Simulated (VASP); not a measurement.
Ag:

```
CELL_PARAMETERS angstrom
1.78116 1.02835 3.30294
-1.78116 1.02835 3.30294
0.00000 -2.05670 3.30294
ATOMIC_POSITIONS crystal
Ag 0.22754 0.22754 0.22754
Ag 0.77246 0.77246 0.77246
```

```yaml
Program: VASP 6.6.1
Task: relaxation of cell and atoms
Functional: r2SCAN
Potentials_or_basis: VASP PAW PBE potentials, release 64 (Ag)
Cutoff: 600 eV
k_mesh: 6 × 6 × 6
Occupations: gaussian, width 0.1 eV
Spin: no spin polarisation
```

At the start: pressure 23.9 GPa; volume 18.15 Å³/atom.

Problem. How do energy, volume and symmetry change on relaxing?

Solution. Over 24 steps the energy falls by 826.2 meV/atom and the volume is 17.36 Å³/atom (-4.3 %); space group R-3m (No. 166, to 0.1 Å) before and after.

The path:
```csv
step,energy change (eV),largest force (eV/Å),pressure (GPa),volume (Å³)
1,0.0000,4.4319,23.88,36.30
2,-0.5208,0.0260,-9.90,52.42
3,-0.8783,0.8905,-4.63,44.14
4,-0.8795,0.9485,-4.19,43.87
5,-0.8796,0.9971,-3.86,43.65
6,-1.0204,0.6899,-2.21,41.41
7,-1.0876,0.0456,1.61,38.98
8,-1.1221,0.2486,0.03,39.48
9,-1.1623,1.0316,-3.06,40.76
10,-1.1671,0.8329,-2.40,40.41
11,-1.1856,0.8641,-2.64,40.36
12,-1.2322,0.9498,-3.29,40.18
13,-1.2914,1.0946,-4.30,39.55
14,-1.4407,1.2711,-2.33,37.38
15,-1.5400,0.8945,-1.70,36.34
16,-1.5545,0.2133,2.99,34.25
17,-1.5871,0.5190,-0.16,35.26
18,-1.6225,0.3807,-0.55,35.18
19,-1.6486,0.0965,-0.59,35.02
20,-1.5893,0.7916,1.72,34.59
21,-1.6518,0.0221,-0.43,34.96
22,-1.6522,0.0494,-0.29,34.93
23,-1.6522,0.0248,-0.34,34.94
24,-1.6524,0.0101,0.30,34.72
```

Final structure:
```
Ag
1.0
     1.46878    0.84800    4.64653
    -1.46878    0.84800    4.64653
     0.00000   -1.69600    4.64653
Ag
2
Direct
  0.24994 0.24994 0.24994
  0.75006 0.75006 0.75006
```

Caveat: a cell axis changed by over 15 % at a fixed basis, so the end point is rough; the PAW data sets were made with another functional, which shifts forces and pressure a little.
